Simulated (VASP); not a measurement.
# MgC2 (Fm-3m) in VASP: notebook

MgC2 is run at these levels: PBEsol; tasks: relaxation of cell and atoms.

All numbers are computed with VASP 6.6.1; they aren't measurements. Logs are shortened: lines on timing, memory, paths and dates and some standing lists are left out, and cuts for length are marked.

## (1) The cell of the first run

Symmetry: Fm-3m, No. 225, cubic system. The conventional cell has a = 5.240 Å, b = 5.240 Å, c = 5.240 Å, α = 90.00°, β = 90.00°, γ = 90.00°. Within 3.0 Å of Mg (site symmetry m-3m) lie 8 C at 2.27 Å. Within 3.0 Å of C (site symmetry -43m) lie 4 Mg at 2.27 Å and 6 C at 2.62 Å.

## (2) Relaxation of cell and atoms, PBEsol, target pressure 10 GPa, at which the enthalpy is minimised

Contents of INCAR:

```
ALGO = Normal
EDIFF = 1E-7
EDIFFG = -0.03
ENCUT = 600
GGA = PS
GGA_COMPAT = False
IBRION = 2
ISIF = 3
ISMEAR = 1
LASPH = True
LCHARG = False
LREAL = False
LWAVE = False
NELM = 120
NELMIN = 4
NSW = 80
PREC = Accurate
PSTRESS = 100.0
SIGMA = 0.01
```

Contents of KPOINTS:

```
k-points
0
Gamma
  4 4 4
```

Contents of POSCAR:

```
MgC2
1.0
    0.0000000000      2.6200000000      2.6200000000
    2.6200000000      0.0000000000      2.6200000000
    2.6200000000      2.6200000000      0.0000000000
Mg C
1 2
Direct
    0.0000000000      0.0000000000      0.0000000000
    0.2500000000      0.2500000000      0.2500000000
    0.7500000000      0.7500000000      0.7500000000
```

Potentials or basis: VASP PAW PBE potentials, release 64 (Mg, C).

Started as:

```sh
$ cat potpaw_PBE.64/Mg/POTCAR potpaw_PBE.64/C/POTCAR > POTCAR
$ mpirun -np 1 vasp_std > vasp.out
```

OUTCAR:

```text
EDIFF = 1E-7
   EDIFFG = -0.03
   ENCUT = 600
   GGA = PS
   IBRION = 2
   ISIF = 3
   ISMEAR = 1
   LASPH = True
   LREAL = False
   NELM = 120
   NELMIN = 4
   NSW = 80
   PREC = Accurate
   PSTRESS = 100.0

 ion  position               nearest neighbor table
   1  0.000  0.000  0.000-   3 2.27   3 2.27   3 2.27   2 2.27   3 2.27   2 2.27   2 2.27   2 2.27

   2  0.250  0.250  0.250-   1 2.27   1 2.27   1 2.27   1 2.27
   3  0.750  0.750  0.750-   1 2.27   1 2.27   1 2.27   1 2.27

  LATTYP: Found a face centered cubic cell.
 ALAT       =     5.2400000000

  Lattice vectors:

 A1 = (   0.0000000000,   2.6200000000,   2.6200000000)
 A2 = (   2.6200000000,   0.0000000000,   2.6200000000)
 A3 = (   2.6200000000,   2.6200000000,   0.0000000000)

Analysis of symmetry for initial positions (statically):
=====================================================================
 Subroutine PRICEL returns:
 Original cell was already a primitive cell.

 Routine SETGRP: Setting up the symmetry group for a
 face centered cubic supercell.

 Subroutine GETGRP returns: Found 48 space group operations
 (whereof 48 operations were pure point group operations)
 out of a pool of 48 trial point group operations.

The static configuration has the point symmetry O_h .

Analysis of symmetry for dynamics (positions and initial velocities):
=====================================================================
 Subroutine PRICEL returns:
 Original cell was already a primitive cell.

 Routine SETGRP: Setting up the symmetry group for a
 face centered cubic supercell.

 Subroutine GETGRP returns: Found 48 space group operations
 (whereof 48 operations were pure point group operations)
 out of a pool of 48 trial point group operations.

The dynamic configuration has the point symmetry O_h .

 Subroutine INISYM returns: Found 48 space group operations
 (whereof 48 operations are pure point group operations),
 and found     1 'primitive' translations

----------------------------------------------------------------------------------------

                                     Primitive cell

  volume of cell :      35.9695

  direct lattice vectors                    reciprocal lattice vectors
     0.000000000  2.620000000  2.620000000    -0.190839695  0.190839695  0.190839695
     2.620000000  0.000000000  2.620000000     0.190839695 -0.190839695  0.190839695
[... 58 lines left out ...]
   NGX,Y,Z   is equivalent  to a cutoff of  13.46, 13.46, 13.46 a.u.
   NGXF,Y,Z  is equivalent  to a cutoff of  26.92, 26.92, 26.92 a.u.
 SYSTEM =  unknown system
   PREC   = accura    normal or accurate (medium, high low for compatibility)
   ISTART =      0    job   : 0-new  1-cont  2-samecut
   ICHARG =      2    charge: 1-file 2-atom 10-const
   ISPIN  =      1    spin polarized calculation?
   LNONCOLLINEAR =      F non collinear calculations
   LSORBIT =      F    spin-orbit coupling
   LASPH  =      T    aspherical Exc in radial PAW
   ENCUT  =  600.0 eV  44.10 Ry    6.64 a.u.   7.40  7.40  7.40*2*pi/ulx,y,z
   NELM   =    120;   NELMIN=  4; NELMDL= -5     # of ELM steps
   EDIFF  = 0.1E-06   stopping-criterion for ELM
   LREAL  =      F    real-space projection
   EDIFFG = -.3E-01   stopping-criterion for IOM
   NSW    =     80    number of steps for IOM
   IBRION =      2    ionic relax: 0-MD 1-quasi-New 2-CG
   NFREE  =      1    steps in history (QN), initial steepest desc. (CG)
   ISIF   =      3    stress and relaxation
   ISYM   =      2    0-nonsym 1-usesym 2-fastsym
   POTIM  = 0.5000    time-step for ionic-motion
   TEBEG  =    0.0;   TEEND  =   0.0 temperature during run
   PSTRESS=  100.0 pullay stress
   NELECT =      10.0000    total number of electrons
   NUPDOWN=      -1.0000    fix difference up-down
   EMIN   =  10.00;   EMAX   =-10.00  energy-range for DOS
   EFERMI =   0.00;   METHOD = LEGACY
   ISMEAR =     1;   SIGMA  =   0.01  broadening in eV -4-tet -1-fermi 0-gaus
   EFERMI_NEDOS =   21; number of points for ismear=-14 and -15
   IALGO  =     38    algorithm
   IMIX   =      4    mixing-type and parameters
     AMIX     =   0.40;   BMIX     =  1.00
     AMIX_MAG =   1.60;   BMIX_MAG =  1.00
  volume/ion in A,a.u.               =      11.99        80.91
  Fermi-wavevector in a.u.,A,eV,Ry     =   1.068473  2.019121 15.532880  1.141634
  Thomas-Fermi vector in A             =   2.204122
   LORBIT       =      0    0 simple, 1 ext, 2 COOP (PROOUT), +10 PAW based schemes
   GGA     = PS    functional components
   LHFCALC =     F    Hartree Fock is set to
   AEXX    =    0.0000 exact exchange contribution
   IVDW    =     0    specifies the selected vdW correction
   LEPSILON=     F    determine dielectric tensor
   LRPA    =     F    only Hartree local field effects (RPA)
 conjugate gradient relaxation of ions
 non-spin polarized calculation
 Methfessel and Paxton  Order N= 1 SIGMA  =   0.01
  energy-cutoff  :      600.00
  volume of cell :       35.97
 maximum number of plane-waves:      1243
 NGX is ok and might be reduce to    30
   NGX = 15   NGY = 15   NGZ = 15

--------------------------------------- Ionic step        1  -------------------------------------------

 number of electron      10.0000000 magnetization

 Free energy of the ion-electron system (eV)
  ---------------------------------------------------
  ext. energy  EPLUGINS =         0.00000000
  ---------------------------------------------------
  free energy    TOTEN  =       -13.64827794 eV

  energy without entropy =      -13.64810163  energy(sigma->0) =      -13.64821917

------------------------ aborting loop because EDIFF is reached ----------------------------------------

  FORCE on cell =-STRESS in cart. coord.  units (eV):
  Direction    XX          YY          ZZ          XY          YZ          ZX
  --------------------------------------------------------------------------------------
  -------------------------------------------------------------------------------------
  Total       -2.3996574     -2.3996574     -2.3996574     -0.0000000      0.0000000     -0.0000000
  in kB     -106.8872614   -106.8872614   -106.8872614     -0.0000000      0.0000000     -0.0000000
  external PRESSURE =    -206.8872614 kB  Pullay stress =     100.0000000 kB
[... 65 lines left out ...]
--------------------------------------- Ionic step        3  -------------------------------------------

 number of electron      10.0000000 magnetization

 Free energy of the ion-electron system (eV)
  ---------------------------------------------------
  ext. energy  EPLUGINS =         0.00000000
  ---------------------------------------------------
  free energy    TOTEN  =       -13.72715625 eV

  energy without entropy =      -13.72688580  energy(sigma->0) =      -13.72706610

 E-fermi :   4.4887     XC(G=0): -11.2107

 val. band max:        3.9309636540   @ k =   0.5000   0.0000   0.0000
 cond. band min:       4.4930912398   @ k =  -0.2500   0.5000   0.2500
 fundamental gap:      0.5621275858
 Fermi energy:         4.4887249731

 k-point     1 :       0.0000    0.0000    0.0000
  band No.  band energies     occupation
      1      -9.4467      2.00000
      2      -0.0795      2.00000
      3       2.5560      2.00000
      4       2.5560      2.00000
      5       2.5560      2.00000
      6       7.1707      0.00000
      7       7.1707      0.00000
      8       7.1707      0.00000
      9      14.3672      0.00000
[... 116 lines left out ...]
  energy  without entropy=      -13.7268857990  energy(sigma->0) =      -13.72706610

  enthalpy is  TOTEN    =       -11.8744611404 eV   P V=        1.8526951112

 reached required accuracy - stopping structural energy minimisation
```

Run time: 23 s. Hardware: 1 thread of Intel Xeon Platinum 8375C at 2.90GHz (Ice Lake), shared host; peak memory 0.17 GiB.

What came out:

```
Free energy                                                : -13.7272 eV
Relaxed volume                                             : 9.89 Å³/atom
Relaxed cell                                               : a = 3.475 Å, b = 3.475 Å, c = 3.475 Å, α = 60.00°, β = 60.00°, γ = 60.00°
Space group after relaxing (to 0.1 Å)                      : Fm-3m (No. 225)
Energy change on relaxing (the run minimises the enthalpy) : -26.3 meV/atom
Ionic steps                                                : 3
Pressure after relaxing                                    : 10.0 GPa
Band gap on the k mesh                                     : zero (bands 5 and 6 overlap by 0.56 eV)
```

The path:
| step | energy change (eV) | largest force (eV/Å) | pressure (GPa) | volume (Å³) |
| --- | --- | --- | --- | --- |
| 1 | 0.0000 | 0.0000 | -10.69 | 35.97 |
| 2 | 0.0202 | 0.0000 | 17.01 | 28.50 |
| 3 | -0.0789 | 0.0000 | 9.99 | 29.68 |

Final structure:
```cif
data_structure
_symmetry_space_group_name_H-M 'P 1'
_symmetry_Int_Tables_number 1
_cell_length_a 3.4754
_cell_length_b 3.4754
_cell_length_c 3.4754
_cell_angle_alpha 60.000
_cell_angle_beta 60.000
_cell_angle_gamma 60.000
_cell_volume 29.68
loop_
_atom_site_label
_atom_site_type_symbol
_atom_site_fract_x
_atom_site_fract_y
_atom_site_fract_z
_atom_site_occupancy
Mg1 Mg 0.00000 0.00000 0.00000 1
C1 C 0.25000 0.25000 0.25000 1
C2 C 0.75000 0.75000 0.75000 1
```

Caveat: the k points lie up to 0.55 Å⁻¹ apart in the final cell, too coarse for converged energies and pressures of a metal; the cell is relaxed towards a set pressure, so the run minimises the enthalpy, not the energy; the volume moved by over 15 % at a fixed basis, so the end points are rough; the PAW data sets were made with another functional, which shifts forces and pressure a little.

## (3) Relaxation of cell and atoms, PBEsol, target pressure 20 GPa, at which the enthalpy is minimised

Contents of INCAR:

```
SYSTEM = MgC2
PREC = Accurate ; ENCUT = 600
EDIFF = 1E-7 ; ISMEAR = 1
SIGMA = 0.01 ; LREAL = .False.
LASPH = .True. ; NELM = 120
ALGO = Normal ; ISIF = 3
LWAVE = .False. ; LCHARG = .False.
GGA = PS ; IBRION = 2
NSW = 80 ; EDIFFG = -0.03
PSTRESS = 200.0 ; GGA_COMPAT = .False.
NELMIN = 4
```

Contents of KPOINTS:

```
regular mesh
0
Gamma
  4 4 4
  0 0 0
```

POSCAR is that of step 2.

Potentials or basis: VASP PAW PBE potentials, release 64 (Mg, C).

Started as:

```sh
$ cat potpaw_PBE.64/Mg/POTCAR potpaw_PBE.64/C/POTCAR > POTCAR
$ mpirun -np 1 vasp_std > vasp.out
```

OUTCAR:

```text
SYSTEM = MgC2
   PREC = Accurate
   ENCUT = 600
   EDIFF = 1E-7
   ISMEAR = 1
   LREAL = .False.
   LASPH = .True.
   NELM = 120
   ISIF = 3
   GGA = PS
   IBRION = 2
   NSW = 80
   EDIFFG = -0.03
   PSTRESS = 200.0
   NELMIN = 4

 ion  position               nearest neighbor table
   1  0.000  0.000  0.000-   3 2.27   3 2.27   3 2.27   2 2.27   3 2.27   2 2.27   2 2.27   2 2.27

   2  0.250  0.250  0.250-   1 2.27   1 2.27   1 2.27   1 2.27
   3  0.750  0.750  0.750-   1 2.27   1 2.27   1 2.27   1 2.27

  LATTYP: Found a face centered cubic cell.
 ALAT       =     5.2400000000

  Lattice vectors:

 A1 = (   0.0000000000,   2.6200000000,   2.6200000000)
 A2 = (   2.6200000000,   0.0000000000,   2.6200000000)
 A3 = (   2.6200000000,   2.6200000000,   0.0000000000)

Analysis of symmetry for initial positions (statically):
=====================================================================
 Subroutine PRICEL returns:
 Original cell was already a primitive cell.

 Routine SETGRP: Setting up the symmetry group for a
 face centered cubic supercell.

 Subroutine GETGRP returns: Found 48 space group operations
 (whereof 48 operations were pure point group operations)
 out of a pool of 48 trial point group operations.

The static configuration has the point symmetry O_h .

[... 137 lines left out ...]
--------------------------------------- Ionic step        1  -------------------------------------------

 number of electron      10.0000000 magnetization

 Free energy of the ion-electron system (eV)
  ---------------------------------------------------
  ext. energy  EPLUGINS =         0.00000000
  ---------------------------------------------------
  free energy    TOTEN  =       -13.64827794 eV

  energy without entropy =      -13.64810163  energy(sigma->0) =      -13.64821917

------------------------ aborting loop because EDIFF is reached ----------------------------------------

  FORCE on cell =-STRESS in cart. coord.  units (eV):
  Direction    XX          YY          ZZ          XY          YZ          ZX
  --------------------------------------------------------------------------------------
  -------------------------------------------------------------------------------------
  Total       -2.3996574     -2.3996574     -2.3996574     -0.0000000      0.0000000     -0.0000000
  in kB     -106.8872614   -106.8872614   -106.8872614     -0.0000000      0.0000000     -0.0000000
  external PRESSURE =    -306.8872614 kB  Pullay stress =     200.0000000 kB
[... 65 lines left out ...]
--------------------------------------- Ionic step        3  -------------------------------------------

 number of electron      10.0000000 magnetization

 Free energy of the ion-electron system (eV)
  ---------------------------------------------------
  ext. energy  EPLUGINS =         0.00000000
  ---------------------------------------------------
  free energy    TOTEN  =       -13.57996260 eV

  energy without entropy =      -13.57969214  energy(sigma->0) =      -13.57987244

 E-fermi :   5.0165     XC(G=0): -11.4589

 val. band max:        4.4061048227   @ k =   0.2500   0.0000   0.0000
 cond. band min:       5.0208209762   @ k =  -0.2500   0.5000   0.2500
 fundamental gap:      0.6147161534
 Fermi energy:         5.0164547104

 k-point     1 :       0.0000    0.0000    0.0000
  band No.  band energies     occupation
      1      -9.3640      2.00000
      2       0.7152      2.00000
      3       2.9108      2.00000
      4       2.9108      2.00000
      5       2.9108      2.00000
      6       7.8312      0.00000
      7       7.8312      0.00000
      8       7.8312      0.00000
      9      15.1174      0.00000
[... 116 lines left out ...]
  energy  without entropy=      -13.5796921430  energy(sigma->0) =      -13.57987244

  enthalpy is  TOTEN    =       -10.0749894839 eV   P V=        3.5049731116

 reached required accuracy - stopping structural energy minimisation
```

OSZICAR:

```text
N       E                     dE             d eps       ncg     rms          rms(c)
DAV:   1     0.201770358252E+02    0.20177E+02   -0.50831E+03   144   0.105E+03
DAV:   2    -0.129823532353E+02   -0.33159E+02   -0.32713E+02   261   0.138E+02
DAV:   3    -0.137072407850E+02   -0.72489E+00   -0.71155E+00   155   0.236E+01
[... 23 lines left out ...]
DAV:   3    -0.135803475013E+02    0.23349E-01   -0.84720E-02   147   0.200E+00    0.113E-01
DAV:   4    -0.135800650166E+02    0.28248E-03   -0.58803E-04   152   0.232E-01    0.700E-02
DAV:   5    -0.135799632511E+02    0.10177E-03   -0.40859E-05   155   0.701E-02    0.115E-02
DAV:   6    -0.135799625409E+02    0.71017E-06   -0.31598E-06   147   0.128E-02    0.419E-03
DAV:   7    -0.135799625955E+02   -0.54597E-07   -0.85212E-08    89   0.303E-03
   3 F= -.10074989E+02 E0= -.10074899E+02  d E =-.916783E+00
```

CONTCAR:

```text
MgC2
   1.00000000000000
    -0.0000000000000000    2.4123765262576962    2.4123765262576962
     2.4123765262576962    0.0000000000000000    2.4123765262576962
     2.4123765262576962    2.4123765262576962    0.0000000000000000
  Mg              C
     1     2
Direct
     0.0000000000000000    0.0000000000000000    0.0000000000000000
     0.2500000000000000    0.2500000000000000    0.2500000000000000
     0.7500000000000000    0.7500000000000000    0.7500000000000000

  0.00000000E+00  0.00000000E+00  0.00000000E+00
  0.00000000E+00  0.00000000E+00  0.00000000E+00
  0.00000000E+00  0.00000000E+00  0.00000000E+00
```

Wall time 24 s (1 thread of Intel Xeon Platinum 8375C at 2.90GHz (Ice Lake), shared host); peak memory 0.17 GiB.

Results:

```
Free energy                                                : -13.5800 eV
Relaxed volume                                             : 9.36 Å³/atom
Relaxed cell                                               : a = 3.412 Å, b = 3.412 Å, c = 3.412 Å, α = 60.00°, β = 60.00°, γ = 60.00°
Space group after relaxing (to 0.1 Å)                      : Fm-3m (No. 225)
Energy change on relaxing (the run minimises the enthalpy) : +22.8 meV/atom
Ionic steps                                                : 3
Pressure after relaxing                                    : 19.8 GPa
Band gap on the k mesh                                     : zero (bands 5 and 6 overlap by 0.62 eV)
```

The path:
```tsv
step	energy change (eV)	largest force (eV/Å)	pressure (GPa)	volume (Å³)
1	0.0000	0.0000	-10.69	35.97
2	0.6118	0.0000	44.57	25.29
3	0.0683	0.0000	19.83	28.08
```

Final structure:
```
CELL_PARAMETERS angstrom
0.00000 2.41238 2.41238
2.41238 0.00000 2.41238
2.41238 2.41238 0.00000
ATOMIC_POSITIONS crystal
Mg 0.00000 0.00000 0.00000
C 0.25000 0.25000 0.25000
C 0.75000 0.75000 0.75000
```

Caveat: the k points lie up to 0.56 Å⁻¹ apart in the final cell, too coarse for converged energies and pressures of a metal; the cell is relaxed towards a set pressure, so the run minimises the enthalpy, not the energy; the volume moved by over 15 % at a fixed basis, so the end points are rough; the PAW data sets were made with another functional, which shifts forces and pressure a little.

[end of part 1 of 2]
